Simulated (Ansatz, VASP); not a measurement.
# BaTe: VASP beside Ansatz

POSCAR

```
BaTe
1.0
    4.9438437835      0.0000000000      0.0000000000
   -2.4719218918      4.2814943089      0.0000000000
    0.0000000000      0.0000000000      8.6690652097
Ba Te
2 2
Direct
    0.0000000000      0.0000000000      0.0000000000
    0.0000000000      0.0000000000      0.5000000000
    0.3333333333      0.6666666667      0.2500000000
    0.6666666667      0.3333333333      0.7500000000
```

The input INCAR.step1:

```
PREC = Accurate
ENCUT = 520
ISMEAR = 0
SIGMA = 0.01
LREAL = False
LASPH = True
NELM = 80
NBANDS = 24
GGA = PE
ALGO = Normal
EDIFF = 1E-4
LWAVE = True
LCHARG = False
```

The input INCAR.step2:

```
PREC = Accurate
ENCUT = 520
EDIFF = 1E-7
ISMEAR = 0
SIGMA = 0.01
LREAL = False
LASPH = True
NELM = 80
ALGO = Normal
ISIF = 2
LWAVE = False
LCHARG = True
METAGGA = R2SCAN
LMIXTAU = True
LELF = True
LVHAR = True
NBANDS = 24
ISTART = 1
```

Contents of KPOINTS:

```
regular mesh
0
Gamma
  6 6 4
```

Input for Ansatz:

```yaml
crystal:
  lattice:
    - [4.9438437835, 0.0, 0.0]
    - [-2.4719218918, 4.2814943089, 0.0]
    - [0.0, 0.0, 8.6690652097]
  atoms:
    - { symbol: Ba, position: [0.0, 0.0, 0.0] }
    - { symbol: Ba, position: [0.0, 0.0, 0.5] }
    - { symbol: Te, position: [0.3333333333, 0.6666666667, 0.25] }
    - { symbol: Te, position: [0.6666666667, 0.3333333333, 0.75] }
kpoints:
  mp_grid: { grid: [6, 6, 4] }
hamiltonian:
  xc: r2scan
scf:
  occupations: { method: fixed }
  n_extra_bands: 5
output:
  forces: true
  stress: true
  eigenvalues: true
```

Alike in both runs: task single point; functional r2SCAN; k mesh 6 × 6 × 4; no spin polarisation.

```csv
,VASP,Ansatz
version,VASP 6.6.1,Ansatz 0.2.0
potentials or method,"VASP PAW PBE potentials, release 64 (Ba_sv, Te)","plane waves, PAW"
plane-wave cutoff (eV),520,500
occupations,"gaussian, width 0.01 eV",fixed
valence electrons in the cell,32,52
```

```tsv
	VASP	Ansatz	Ansatz less VASP
gap on the k mesh at the Fermi level (eV)	2.09	2.16	+0.070
pressure (GPa)	-0.5	-0.8	-0.29
traceless stress, the component that is largest in VASP (GPa)	-0.04	-0.08	-0.034
```

VASP's potentials were made for PBE, not for r2SCAN. VASP's potentials hold 32 valence electrons a cell and Ansatz's 52, so a difference there can come from the potentials and not from the codes.

Neither program's run includes spin-orbit coupling.
